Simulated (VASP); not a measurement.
Set up this calculation in VASP 6.6.1, as the native input.

```
Task                               : single point
Functional                         : PBEsol-based global hybrid
Potentials or basis                : VASP PAW PBE potentials, release 64 (Ti_sv)
Cutoff                             : 520 eV
k mesh                             : 6 × 6 × 6
Occupations                        : fermi-dirac, width 0.05 eV
Spin                               : no spin polarisation
Dipole correction                  : no
Grid for exact exchange (PRECFOCK) : Normal
Share of exact exchange            : 0.25
Further INCAR settings             : ALGO = Normal; EDIFF = 1e-07; NBANDS = 12
```

Crystal: Ti.

```
Ti
1.0
     0.00000    2.03174    2.03174
     2.03174    0.00000    2.03174
     2.03174    2.03174    0.00000
Ti
1
Direct
  0.00000 0.00000 0.00000
```

These files were run (other wordings do the same):

POSCAR

```
Ti
1.0
    0.0000000000      2.0317435586      2.0317435586
    2.0317435586      0.0000000000      2.0317435586
    2.0317435586      2.0317435586      0.0000000000
Ti
1
Direct
    0.0000000000      0.0000000000      0.0000000000
```

INCAR.step1

```
ALGO = Normal
EDIFF = 1E-5
ENCUT = 520
GGA = PE
ISIF = 2
ISMEAR = -1
LASPH = True
LCHARG = False
LREAL = False
LWAVE = True
NBANDS = 12
NELM = 80
PREC = Accurate
SIGMA = 0.05
```

INCAR.step2

```
AEXX = 0.25
ALGO = Normal
EDIFF = 1E-7
ENCUT = 520
GGA = PS
ISIF = 2
ISMEAR = -1
ISTART = 1
LASPH = True
LCHARG = False
LHFCALC = True
LREAL = False
LWAVE = False
NBANDS = 12
NELM = 80
PREC = Accurate
PRECFOCK = Normal
SIGMA = 0.05
```

KPOINTS

```
k-points
0
Gamma
  6 6 6
```

Potentials or basis: VASP PAW PBE potentials, release 64 (Ti_sv).

The run is started by

```bash
$ cat potpaw_PBE.64/Ti_sv/POTCAR > POTCAR
$ cp INCAR.step1 INCAR
$ mpirun -np 1 vasp_std > vasp.out
$ cp INCAR.step2 INCAR
$ mpirun -np 1 vasp_std > vasp.out
```

It gave:

```json
{"Pressure": "-0.7 GPa", "Band gap on the k mesh": "zero (band 6 reaches 10.29 eV, above the bottom of band 7 at 8.24 eV)"}
```

Caveat: the k points lie up to 0.45 Å⁻¹ apart; the PAW data sets were made with another functional, which shifts forces and pressure a little.

It took 11 min on 1 thread of Intel(R) Xeon(R) Platinum 8488C (Sapphire Rapids) (shared host), peak memory 0.15 GiB.
